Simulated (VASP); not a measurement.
# LaB6 (Pm-3m) in VASP: notebook, part 2 of 2

VASP 6.6.1. Earlier steps stand in the parts before.

### 4 Relaxation of the atoms, BLYP+D3(BJ) (10.16 Å³/atom)

This run uses another cell than the first one, of 10.16 Å³/atom.

File INCAR:

```
SYSTEM = LaB6
PREC = Accurate
ENCUT = 520
EDIFF = 1E-6
ISMEAR = 0
SIGMA = 0.05
LREAL = .FALSE.
LASPH = .TRUE.
NELM = 80
ALGO = Normal
ISIF = 2
LWAVE = .FALSE.
LCHARG = .FALSE.
GGA = B5
ALDAX = 1.0
AGGAX = 1.0
AGGAC = 1.0
ALDAC = 0.0
IVDW = 12
VDW_S6 = 1.0
VDW_S8 = 2.6996
VDW_A1 = 0.4298
VDW_A2 = 4.2359
IBRION = 2
NSW = 60
EDIFFG = -0.01
```

File KPOINTS:

```
regular mesh
0
G
  6 6 6
  0 0 0
```

File POSCAR:

```
LaB6
1.0
    4.1435731146      0.0000000000      0.0000000000
    0.0000000000      4.1435731146      0.0000000000
    0.0000000000      0.0000000000      4.1435731146
La B
1 6
Direct
    0.0000000000      0.0000000000      0.0000000000
    0.1992952139      0.5000000000      0.5000000000
    0.8007047861      0.5000000000      0.5000000000
    0.5000000000      0.5000000000      0.1992952139
    0.5000000000      0.5000000000      0.8007047861
    0.5000000000      0.1992952139      0.5000000000
    0.5000000000      0.8007047861      0.5000000000
```

Potentials or basis: VASP PAW PBE potentials, release 64 (La, B).

Run with:

```console
cat potpaw_PBE.64/La/POTCAR potpaw_PBE.64/B/POTCAR > POTCAR
mpirun -np 1 vasp_std > vasp.out
```

OUTCAR:

```text
SYSTEM = LaB6
   PREC = Accurate
   ENCUT = 520
   EDIFF = 1E-6
   ISMEAR = 0
   LREAL = .FALSE.
   LASPH = .TRUE.
   NELM = 80
   ISIF = 2
   GGA = B5
   IVDW = 12
   IBRION = 2
   NSW = 60
   EDIFFG = -0.01
 IVDW          = 12

 ion  position               nearest neighbor table
   1  0.000  0.000  0.000-
   2  0.199  0.500  0.500-   3 1.65   4 1.76   5 1.76   6 1.76   7 1.76
   3  0.801  0.500  0.500-   2 1.65   4 1.76   5 1.76   6 1.76   7 1.76
   4  0.500  0.500  0.199-   5 1.65   3 1.76   2 1.76   6 1.76   7 1.76
   5  0.500  0.500  0.801-   4 1.65   3 1.76   2 1.76   6 1.76   7 1.76
   6  0.500  0.199  0.500-   7 1.65   3 1.76   4 1.76   5 1.76   2 1.76
   7  0.500  0.801  0.500-   6 1.65   3 1.76   4 1.76   5 1.76   2 1.76

  LATTYP: Found a simple cubic cell.
 ALAT       =     4.1435731146

  Lattice vectors:

 A1 = (   4.1435731146,   0.0000000000,   0.0000000000)
 A2 = (   0.0000000000,   4.1435731146,   0.0000000000)
 A3 = (   0.0000000000,   0.0000000000,   4.1435731146)

Analysis of symmetry for initial positions (statically):
=====================================================================
 Subroutine PRICEL returns:
 Original cell was already a primitive cell.

 Routine SETGRP: Setting up the symmetry group for a
 simple cubic supercell.

 Subroutine GETGRP returns: Found 48 space group operations
[... 147 lines left out ...]
   GGA     = B5    functional components
   LHFCALC =     F    Hartree Fock is set to
   AEXX    =    0.0000 exact exchange contribution
   IVDW    =    12    specifies the selected vdW correction
   LEPSILON=     F    determine dielectric tensor
   LRPA    =     F    only Hartree local field effects (RPA)
 conjugate gradient relaxation of ions
 non-spin polarized calculation
 Gauss-broadening in eV      SIGMA  =   0.05
  energy-cutoff  :      520.00
  volume of cell :       71.14
 maximum number of plane-waves:      1936
 NGX is ok and might be reduce to    32
   NGX = 15   NGY = 15   NGZ = 15

--------------------------------------- Ionic step        1  -------------------------------------------

 number of electron      29.0000002 magnetization

 Free energy of the ion-electron system (eV)
  ---------------------------------------------------
  ext. energy  EPLUGINS =         0.00000000
  ---------------------------------------------------
  free energy    TOTEN  =       -44.18678216 eV

  energy without entropy =      -44.18470505  energy(sigma->0) =      -44.18574361

------------------------ aborting loop because EDIFF is reached ----------------------------------------

 Edisp (eV)   -4.09557

 E8    (eV) :    -2.9594
[... 81 lines left out ...]
--------------------------------------- Ionic step        3  -------------------------------------------

 number of electron      29.0000002 magnetization

 Free energy of the ion-electron system (eV)
  ---------------------------------------------------
  ext. energy  EPLUGINS =         0.00000000
  ---------------------------------------------------
  free energy    TOTEN  =       -44.18700676 eV

  energy without entropy =      -44.18488393  energy(sigma->0) =      -44.18594534

 E-fermi :   9.2189     XC(G=0): -10.6366

 val. band max:        9.2049245893   @ k =   0.5000   0.3333   0.0000
 cond. band min:       9.2651467307   @ k =   0.1667   0.1667   0.0000
 fundamental gap:      0.0602221414
 Fermi energy:         9.2189287227

 k-point     1 :       0.0000    0.0000    0.0000
  band No.  band energies     occupation
      1     -24.0127      2.00000
      2      -7.7174      2.00000
      3      -7.7174      2.00000
      4      -7.7174      2.00000
      5      -6.2995      2.00000
      6       1.2874      2.00000
[... 447 lines left out ...]
  FREE ENERGIE OF THE ION-ELECTRON SYSTEM (eV)
  ---------------------------------------------------
  free  energy   TOTEN  =       -48.2825754557 eV

  energy  without entropy=      -48.2804526324  energy(sigma->0) =      -48.28151404

 reached required accuracy - stopping structural energy minimisation
```

OSZICAR:

```text
N       E                     dE             d eps       ncg     rms          rms(c)
DAV:   1     0.240213129483E+03    0.24021E+03   -0.11465E+04   720   0.208E+03
DAV:   2     0.171404877468E+02   -0.22307E+03   -0.21368E+03   872   0.328E+02
DAV:   3    -0.457637527503E+02   -0.62904E+02   -0.58976E+02  1124   0.174E+02
DAV:   4    -0.492255213211E+02   -0.34618E+01   -0.34513E+01  1168   0.566E+01
[... 22 lines left out ...]
DAV:   1    -0.441871432684E+02   -0.99885E-03   -0.47862E-02   782   0.133E+00    0.744E-02
DAV:   2    -0.441870817013E+02    0.61567E-04   -0.20461E-03  1200   0.511E-01    0.418E-02
DAV:   3    -0.441870107873E+02    0.70914E-04   -0.65470E-04   804   0.144E-01    0.104E-02
DAV:   4    -0.441870067897E+02    0.39976E-05   -0.11386E-04  1116   0.985E-02    0.735E-03
DAV:   5    -0.441870067563E+02    0.33347E-07   -0.80576E-06  1056   0.198E-02
   3 F= -.48282575E+02 E0= -.48281514E+02  d E =-.223394E-03
```

CONTCAR:

```text
LaB6
   1.00000000000000
     4.1435731145999997    0.0000000000000000    0.0000000000000000
     0.0000000000000000    4.1435731145999997    0.0000000000000000
     0.0000000000000000    0.0000000000000000    4.1435731145999997
  La              B
     1     6
Direct
     0.0000000000000000    0.0000000000000000    0.0000000000000000
     0.1995618102842147    0.5000000000000000    0.5000000000000000
     0.8004381897157853    0.5000000000000000    0.5000000000000000
     0.5000000000000000    0.5000000000000000    0.1995618102842147
     0.5000000000000000    0.5000000000000000    0.8004381897157853
     0.5000000000000000    0.1995618102842147    0.5000000000000000
     0.5000000000000000    0.8004381897157853    0.5000000000000000

  0.00000000E+00  0.00000000E+00  0.00000000E+00
  0.00000000E+00  0.00000000E+00  0.00000000E+00
  0.00000000E+00  0.00000000E+00  0.00000000E+00
  0.00000000E+00  0.00000000E+00  0.00000000E+00
  0.00000000E+00  0.00000000E+00  0.00000000E+00
  0.00000000E+00  0.00000000E+00  0.00000000E+00
  0.00000000E+00  0.00000000E+00  0.00000000E+00
```

Run time: 2.9 min. Hardware: 1 thread of Intel Xeon 8259CL, shared host; peak memory 0.21 GiB.

What came out:

```
Free energy                : -48.2826 eV
Energy gained by relaxing  : 0.0 meV/atom
Ionic steps                : 3
Pressure after relaxing    : -3.5 GPa
Band gap on the k mesh     : zero (an odd number of electrons rules out a gap without spin polarisation)
Dispersion energy per atom : -0.585 eV
```

Step by step:
```tsv
step	energy change (eV)	largest force (eV/Å)	pressure (GPa)
1	0.0000	0.0680	-3.58
2	0.0006	0.1324	-3.42
3	-0.0002	0.0008	-3.51
```

Final structure:
```cif
data_structure
_symmetry_space_group_name_H-M 'P 1'
_symmetry_Int_Tables_number 1
_cell_length_a 4.1436
_cell_length_b 4.1436
_cell_length_c 4.1436
_cell_angle_alpha 90.000
_cell_angle_beta 90.000
_cell_angle_gamma 90.000
_cell_volume 71.14
loop_
_atom_site_label
_atom_site_type_symbol
_atom_site_fract_x
_atom_site_fract_y
_atom_site_fract_z
_atom_site_occupancy
La1 La 0.00000 0.00000 0.00000 1
B1 B 0.19956 0.50000 0.50000 1
B2 B 0.80044 0.50000 0.50000 1
B3 B 0.50000 0.50000 0.19956 1
B4 B 0.50000 0.50000 0.80044 1
B5 B 0.50000 0.19956 0.50000 1
B6 B 0.50000 0.80044 0.50000 1
```

Caveat: the PAW data sets were made with another functional, which shifts forces and pressure a little; spin-orbit coupling is left out, which moves the levels of the heavy elements.

### 5 Overview

| cell | gap on the mesh (eV) | pressure (GPa) |
| --- | --- | --- |
| atoms relaxed from a = 4.110 Å, 7 atoms, atomic positions A | none | 0.7 |
| atoms relaxed from a = 4.116 Å, 7 atoms, atomic positions B | none | -0.1 |
| atoms relaxed from a = 4.144 Å, 7 atoms, atomic positions B | none | -3.5 |

Alike in all rows: task relaxation of the atoms; level BLYP+D3(BJ); potentials or basis VASP PAW PBE potentials, release 64 (La, B); no spin polarisation; k mesh 6 × 6 × 6; cutoff (eV) 520; smearing gaussian 0.05 eV.

Caveats: the PAW data sets were made with another functional, which shifts forces and pressure a little; spin-orbit coupling is left out, which moves the levels of the heavy elements.

Total energies depend on the potentials used, so only differences within one code and one set of settings carry meaning.

The gap in the log of VASP goes by the Fermi energy; the results here count the filled bands.